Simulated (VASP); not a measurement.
# WS2 (P6_3/mmc) in VASP: notebook, part 2 of 2

VASP 6.6.1. Earlier steps stand in the parts before.

## (3) Single point, r2SCAN, non-collinear spin, zero start, spin-orbit coupling (uniaxial z strain -2.0%)

Contents of POSCAR:

```
WS2
1.0
    3.1699462934      0.0000000000      0.0000000000
   -1.5849731467      2.7452540187      0.0000000000
    0.0000000000      0.0000000000     12.2412491414
W S
2 4
Direct
    0.3333333333      0.6666666667      0.2500000000
    0.6666666667      0.3333333333      0.7500000000
    0.6666666667      0.3333333333      0.3774580259
    0.6666666667      0.3333333333      0.1225419741
    0.3333333333      0.6666666667      0.8774580259
    0.3333333333      0.6666666667      0.6225419741
```

Contents of INCAR.step1:

```
SYSTEM = WS2
PREC = Accurate
ENCUT = 550
ISMEAR = -1
SIGMA = 0.02
LREAL = .False.
LASPH = .True.
NELM = 200
MAGMOM = 0 0 0 0 0 0 0 0 0 0 0 0 0 0 0 0 0 0
LSORBIT = .True.
GGA_COMPAT = .False.
LMAXMIX = 4
NBANDS = 68
GGA = PE
ALGO = Normal
EDIFF = 1E-5
LWAVE = .True.
LCHARG = .False.
KPAR = 4
```

Contents of INCAR.step2:

```
SYSTEM = WS2
PREC = Accurate
ENCUT = 550
EDIFF = 1E-6
ISMEAR = -1
SIGMA = 0.02
LREAL = .False.
LASPH = .True.
NELM = 200
ALGO = Normal
ISIF = 2
LWAVE = .False.
LCHARG = .False.
MAGMOM = 0 0 0 0 0 0 0 0 0 0 0 0 0 0 0 0 0 0
LORBIT = 11
LSORBIT = .True.
GGA_COMPAT = .False.
LORBMOM = .True.
LMAXMIX = 4
METAGGA = R2SCAN
LMIXTAU = .True.
NBANDS = 68
ISTART = 1
KPAR = 4
```

Contents of KPOINTS:

```
regular mesh
0
Gamma
  12 12 2
  0 0 0
```

Potentials or basis: VASP PAW PBE potentials, release 64 (W_sv, S).

Started as:

```
$ cat potpaw_PBE.64/W_sv/POTCAR potpaw_PBE.64/S/POTCAR > POTCAR
$ cp INCAR.step1 INCAR
$ mpirun -np 4 vasp_ncl > vasp.out
$ cp INCAR.step2 INCAR
$ mpirun -np 4 vasp_ncl > vasp.out
```

OUTCAR:

```text
SYSTEM = WS2
   PREC = Accurate
   ENCUT = 550
   EDIFF = 1E-6
   ISMEAR = -1
   LREAL = .False.
   LASPH = .True.
   NELM = 200
   ISIF = 2
   LORBIT = 11
   LSORBIT = .True.
   METAGGA = R2SCAN
   ISTART = 1

 ion  position               nearest neighbor table
   1  0.333  0.667  0.250-   3 2.40   4 2.40   3 2.40   4 2.40   3 2.40   4 2.40
   2  0.667  0.333  0.750-   5 2.40   6 2.40   5 2.40   6 2.40   5 2.40   6 2.40
   3  0.667  0.333  0.377-   1 2.40   1 2.40   1 2.40
   4  0.667  0.333  0.123-   1 2.40   1 2.40   1 2.40
   5  0.333  0.667  0.877-   2 2.40   2 2.40   2 2.40
   6  0.333  0.667  0.623-   2 2.40   2 2.40   2 2.40

  LATTYP: Found a hexagonal cell.
 ALAT       =     3.1699462934
 C/A-ratio  =     3.8616582139

  Lattice vectors:

[... 2022 lines left out ...]

# of ion       s       p       d       tot
------------------------------------------
    1        2.313   6.338   3.373  12.024
    2        2.313   6.338   3.373  12.024
    3        1.352   2.391   0.000   3.743
    4        1.352   2.391   0.000   3.743
    5        1.352   2.391   0.000   3.743
    6        1.352   2.391   0.000   3.743
--------------------------------------------------
tot         10.033  22.240   6.746  39.020

 magnetization (x)

# of ion       s       p       d       tot
------------------------------------------
    1       -0.000   0.000   0.000  -0.000
    2        0.000   0.000  -0.000  -0.000
    3       -0.000   0.000   0.000   0.000
    4        0.000  -0.000   0.000  -0.000
    5        0.000   0.000   0.000   0.000
    6       -0.000  -0.000   0.000  -0.000
--------------------------------------------------
tot          0.000   0.000  -0.000   0.000

 magnetization (y)

# of ion       s       p       d       tot
------------------------------------------
    1       -0.000   0.000  -0.000  -0.000
    2       -0.000   0.000   0.000   0.000
    3       -0.000   0.000   0.000  -0.000
    4        0.000   0.000   0.000   0.000
    5        0.000   0.000   0.000   0.000
    6        0.000   0.000   0.000   0.000
--------------------------------------------------
tot         -0.000   0.000   0.000  -0.000

 magnetization (z)

# of ion       s       p       d       tot
------------------------------------------
    1        0.000   0.000   0.000   0.000
    2        0.000   0.000   0.000   0.000
    3        0.000   0.000   0.000   0.000
    4        0.000   0.000   0.000   0.000
    5        0.000   0.000   0.000   0.000
    6        0.000   0.000   0.000   0.000
--------------------------------------------------
tot          0.000   0.000   0.000   0.000
```

OUTCAR.step1:

```text
SYSTEM = WS2
   PREC = Accurate
   ENCUT = 550
   ISMEAR = -1
   LREAL = .False.
   LASPH = .True.
[... 1996 lines left out ...]
     0.0000000     0.0000000     0.0000000     0.0000000     0.0000000     0.0000000     0.0000000
     0.0000000     0.0000000     0.0000000     0.0000000     0.0000000     0.0000000     0.0000000
     0.0000000     0.0000000     0.0000000     0.0000000     0.0000000     0.0000000     0.0000000
     0.0000000     0.0000000     0.0000000     0.0000000     0.0000000     0.0000000     0.0000000
     0.0000000     0.0000000     0.0000000     0.0000000     0.0000000     0.0000000     0.0000000
     0.0000000     0.0000000     0.0000000     0.0000000     0.0000000     0.0000000     0.0000000

=======================================================================

 ========================================================
```

OSZICAR.step1:

```text
N       E                     dE             d eps       ncg     rms          rms(c)
DAV:   1     0.579940265789E+03    0.57994E+03   -0.28491E+04  5496   0.160E+03
DAV:   2    -0.466116592322E+01   -0.58460E+03   -0.56141E+03  5864   0.446E+02
DAV:   3    -0.499144627819E+02   -0.45253E+02   -0.44140E+02  6352   0.121E+02
DAV:   4    -0.514301457690E+02   -0.15157E+01   -0.15013E+01  6348   0.215E+01
DAV:   5    -0.514660840087E+02   -0.35938E-01   -0.35795E-01  6272   0.354E+00    0.384E+01
DAV:   6    -0.490962922348E+02    0.23698E+01   -0.87729E+00  6104   0.201E+01    0.169E+01
DAV:   7    -0.488727664712E+02    0.22353E+00   -0.26905E+00  5628   0.867E+00    0.694E+00
DAV:   8    -0.487456398260E+02    0.12713E+00   -0.37697E-01  5864   0.427E+00    0.211E+00
DAV:   9    -0.487467611823E+02   -0.11214E-02   -0.53247E-02  6500   0.124E+00    0.116E+00
DAV:  10    -0.487446102072E+02    0.21510E-02   -0.70216E-03  6084   0.498E-01    0.544E-01
DAV:  11    -0.487443337325E+02    0.27647E-03   -0.35034E-03  6264   0.391E-01    0.773E-02
DAV:  12    -0.487443145343E+02    0.19198E-04   -0.50404E-04  5604   0.137E-01    0.431E-02
DAV:  13    -0.487443268275E+02   -0.12293E-04   -0.39172E-05  5416   0.400E-02    0.283E-02
DAV:  14    -0.487443379001E+02   -0.11073E-04   -0.99239E-06  3820   0.202E-02    0.950E-03
DAV:  15    -0.487443390166E+02   -0.11165E-05   -0.19762E-06  2856   0.105E-02
   1 F= -.48744339E+02 E0= -.48744339E+02  d E =-.192626E-11  mag=    -0.0000     0.0000    -0.0000
```

It took 5.8 min on 4 MPI ranks of Intel Xeon 6975P-C (Granite Rapids), shared host; peak memory 0.8 GiB.

Results:

| Quantity | Value |
| --- | --- |
| Free energy | -141.5717 eV |
| Pressure | 2.3 GPa |
| Largest force | 0.005 eV/Å |
| Net moment | 0.00 μB per cell |
| Valence electrons inside the program's atomic spheres | W 12.02; S 3.74 |

Forces on the atoms (eV/Å):
```
W    0.000  0.000  0.000
W    0.000  0.000  0.000
S    0.000  0.000 -0.005
S    0.000  0.000  0.005
S    0.000  0.000 -0.005
S    0.000  0.000  0.005
```

Stress tensor (GPa, compression positive):
```
2.11 0.00 0.00
0.00 2.11 0.00
0.00 0.00 2.70
```

Moments on the atoms (μB; x, y, z):
```
W   0.00 0.00 0.00
W   0.00 0.00 0.00
S   0.00 0.00 0.00
S   0.00 0.00 0.00
S   0.00 0.00 0.00
S   0.00 0.00 0.00
```

Caveat: the cell differs from its parent crystal (uniaxial z strain -2.0%); the PAW data sets were made with another functional, which shifts forces and pressure a little.

## (4) Single point, r2SCAN, non-collinear spin, zero start, spin-orbit coupling (uniaxial z strain -1.0%)

Contents of POSCAR:

```
WS2
1.0
    3.1699462934      0.0000000000      0.0000000000
   -1.5849731467      2.7452540187      0.0000000000
    0.0000000000      0.0000000000     12.3661598469
W S
2 4
Direct
    0.3333333333      0.6666666667      0.2500000000
    0.6666666667      0.3333333333      0.7500000000
    0.6666666667      0.3333333333      0.3762748988
    0.6666666667      0.3333333333      0.1237251012
    0.3333333333      0.6666666667      0.8762748988
    0.3333333333      0.6666666667      0.6237251012
```

Contents of INCAR.step1:

```
  PREC = Accurate
  ENCUT = 550
  ISMEAR = -1
  SIGMA = 0.02
  LREAL = False
  LASPH = True
  NELM = 200
  LNONCOLLINEAR = True
  MAGMOM = 0 0 0 0 0 0 0 0 0 0 0 0 0 0 0 0 0 0
  LSORBIT = True
  GGA_COMPAT = False
  LMAXMIX = 4
  NBANDS = 68
  GGA = PE
  ALGO = Normal
  EDIFF = 1E-5
  LWAVE = True
  LCHARG = False
  KPAR = 4
```

Contents of INCAR.step2:

```
  PREC = Accurate
  ENCUT = 550
  EDIFF = 1E-6
  ISMEAR = -1
  SIGMA = 0.02
  LREAL = False
  LASPH = True
  NELM = 200
  ALGO = Normal
  ISIF = 2
  LWAVE = False
  LCHARG = False
  LNONCOLLINEAR = True
  MAGMOM = 0 0 0 0 0 0 0 0 0 0 0 0 0 0 0 0 0 0
  LORBIT = 11
  LSORBIT = True
  GGA_COMPAT = False
  LORBMOM = True
  LMAXMIX = 4
  METAGGA = R2SCAN
  LMIXTAU = True
  NBANDS = 68
  ISTART = 1
  KPAR = 4
```

Contents of KPOINTS:

```
Automatic mesh
0
Gamma
  12 12 2
```

Started as:

```
$ cat potpaw_PBE.64/W_sv/POTCAR potpaw_PBE.64/S/POTCAR > POTCAR
$ cp INCAR.step1 INCAR
$ mpirun -np 4 vasp_ncl > vasp.out
$ cp INCAR.step2 INCAR
$ mpirun -np 4 vasp_ncl > vasp.out
```

Run time: 7.1 min. Hardware: 4 MPI ranks of Intel Xeon 6975P-C (Granite Rapids), shared host; peak memory 0.82 GiB.

It converged, with:

```
Free energy                                           : -141.5885 eV
Pressure                                              : 2.0 GPa
Largest force                                         : 0.003 eV/Å
Net moment                                            : 0.00 μB per cell
Valence electrons inside the program's atomic spheres : W 12.02; S 3.74
```

Forces on the atoms (eV/Å):
```
W    0.000  0.000  0.000
W    0.000  0.000  0.000
S    0.000  0.000 -0.003
S    0.000  0.000  0.003
S    0.000  0.000 -0.003
S    0.000  0.000  0.003
```

Stress tensor (GPa, compression positive):
```
1.96 0.00 0.00
0.00 1.96 0.00
0.00 0.00 2.04
```

Moments on the atoms (μB; x, y, z):
```
W   0.00 0.00 0.00
W   0.00 0.00 0.00
S   0.00 0.00 0.00
S   0.00 0.00 0.00
S   0.00 0.00 0.00
S   0.00 0.00 0.00
```

Caveat: the cell differs from its parent crystal (uniaxial z strain -1.0%); the PAW data sets were made with another functional, which shifts forces and pressure a little.

## (5) Summary

```tsv
cell	pressure (GPa)	moment (μB)
a = 3.170, b = 3.170, c = 12.866 Å, angles 90.0, 90.0, 120.0°, 6 atoms, uniaxial z strain +3.0%	1.1	0.00
a = 3.170, b = 3.170, c = 12.241 Å, angles 90.0, 90.0, 120.0°, 6 atoms, uniaxial z strain -2.0%	2.3	0.00
a = 3.170, b = 3.170, c = 12.366 Å, angles 90.0, 90.0, 120.0°, 6 atoms, uniaxial z strain -1.0%	2.0	0.00
```

Alike in all rows: task single point; level r2SCAN; potentials or basis VASP PAW PBE potentials, release 64 (W_sv, S); spin non-collinear, zero start, SOC; k mesh 12 × 12 × 2; cutoff (eV) 550; smearing fermi-dirac 0.02 eV.

Caveats: the PAW data sets were made with another functional, which shifts forces and pressure a little.

Absolute energies hang on the potentials; compare differences alone.
